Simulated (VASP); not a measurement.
Crystal: Li.

```
CELL_PARAMETERS angstrom
0.00000 3.07838 3.07838
3.07838 0.00000 3.07838
3.07838 3.07838 0.00000
ATOMIC_POSITIONS crystal
Li 0.12500 0.12500 0.12500
Li 0.87500 0.87500 0.87500
```

| Item | Value |
| --- | --- |
| Program | VASP 6.6.1 |
| Task | relaxation of cell and atoms |
| Functional | r2SCAN |
| Potentials or basis | VASP PAW PBE potentials, release 64 (Li_sv) |
| Cutoff | 600 eV |
| k mesh | 9 × 9 × 9 |
| Occupations | fermi-dirac, width 0.1 eV |
| Spin | no spin polarisation |

At the start: pressure -0.7 GPa; volume 29.17 Å³/atom.

Question: Where does the relaxation end?

Answer: Over 6 steps the energy falls by 8.7 meV/atom and the volume is 24.07 Å³/atom (-17.5 %); space group Fd-3m (No. 227, to 0.05 Å).

The path:
```tsv
step	energy change (eV)	largest force (eV/Å)	pressure (GPa)	volume (Å³)
1	0.0000	0.0000	-0.68	58.34
2	-0.0037	0.0000	-0.52	57.31
3	-0.0142	0.0000	-0.50	54.27
4	-0.0175	0.0000	-0.08	48.52
5	-0.0168	0.0000	0.11	47.61
6	-0.0175	0.0000	-0.02	48.13
```

Final structure:
```
Li
1.0
     0.00000    2.88714    2.88714
     2.88714    0.00000    2.88714
     2.88714    2.88714    0.00000
Li
2
Direct
  0.12500 0.12500 0.12500
  0.87500 0.87500 0.87500
```

Caveat: the cutoff is under 1.25 times the usual one of these potentials, so pressure, stress and relaxed cells hold a basis-set (Pulay) error; the volume moved by over 15 % at a fixed basis, so the end points are rough; the PAW data sets were made with another functional, which shifts forces and pressure a little.
